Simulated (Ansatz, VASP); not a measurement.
**Two plane-wave programs on Ge**

```
Ge
1.0
     3.99697    0.00000    0.00000
    -1.99848    3.46148    0.00000
     0.00000    0.00000   25.72453
Ge
8
Direct
  0.33333 0.66667 0.29102
  0.66667 0.33333 0.32224
  0.66667 0.33333 0.41938
  0.33333 0.66667 0.45239
  0.33333 0.66667 0.54761
  0.66667 0.33333 0.58062
  0.66667 0.33333 0.67776
  0.33333 0.66667 0.70898
```

Alike in both runs: functional PBEsol; k mesh 9 × 9 × 1; occupations gaussian, width 0.1 eV; no spin polarisation.

Ansatz relaxed the structure, and its values are those at the end. VASP's run is a single point on that final structure, the one shown.

|  | VASP | Ansatz |
| --- | --- | --- |
| version | VASP 6.6.1 | Ansatz 0.2.0 |
| potentials or method | VASP PAW PBE potentials, release 64 (Ge_d), cutoff 520 eV | scalar-relativistic, plane waves, PAW |
| valence electrons in the cell | 112 | 112 |

VASP gave:

| Item | Value |
| --- | --- |
| gap on the k mesh at the Fermi level (eV) | none |
| rms of the force components (eV/Å) | 0.013 |
| work function, face that differs most (eV) | 4.70 |

Q: What did Ansatz give for the same quantities?

A: gap on the k mesh at the Fermi level (eV): none; rms of the force components (eV/Å): 0.010; work function, face that differs most (eV): 4.70.

VASP's potentials were made for PBE, not for PBEsol. A gap of «none» marks a metal or a gap that the smearing closes. The functional is the same, so the differences come from potentials, cutoffs and numerics. Ansatz's warnings: xc potential rough in thin density.
